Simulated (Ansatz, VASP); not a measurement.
Si4HC4: VASP beside Ansatz

```
Si C H
1.0
     6.11261    0.00000    0.00000
     0.00000    5.01633    0.00000
     0.00000    0.00000   21.42503
Si C H
8 8 2
Cartesian
  0.0000 4.9932 4.0000
  3.0563 4.9932 4.0000
  1.5282 2.4851 4.8823
  4.5845 2.4851 4.8823
  1.5282 4.9829 6.7246
  4.5845 4.9829 6.7246
  0.0000 2.3363 7.2760
  3.0563 2.3363 7.2760
  0.0000 3.1081 4.0000
  3.0563 3.1081 4.0000
  1.5282 0.6000 4.8823
  4.5845 0.6000 4.8823
  1.5282 3.1328 6.7293
  4.5845 3.1328 6.7293
  0.0000 0.6202 7.4250
  3.0563 0.6202 7.4250
  5.6032 3.3769 7.8750
  5.6032 4.0269 7.8750
```

Alike in both runs: task single point; functional LDA; k mesh 5 × 6 × 1; occupations gaussian, width 0.05 eV; no spin polarisation.

```csv
,VASP,Ansatz
version,VASP 6.6.1,Ansatz 0.2.0
potentials or method,"VASP PAW LDA potentials, release 64 (Si, C, H), cutoff 520 eV","scalar-relativistic, plane waves, PAW"
valence electrons in the cell,66,66
```

```tsv
	VASP	Ansatz	Ansatz less VASP
gap on the k mesh at the Fermi level (eV)	0.53	0.55	+0.016
least direct gap on the mesh (eV)	0.64	0.65	+0.015
rms of the force components (eV/Å)	2.049	2.042	-0.0070
```

Ansatz warns that its potentials were made for another functional, while VASP's fit it. LDA's correlation is that of Perdew and Zunger in VASP and of Perdew and Wang (1992) in Ansatz.
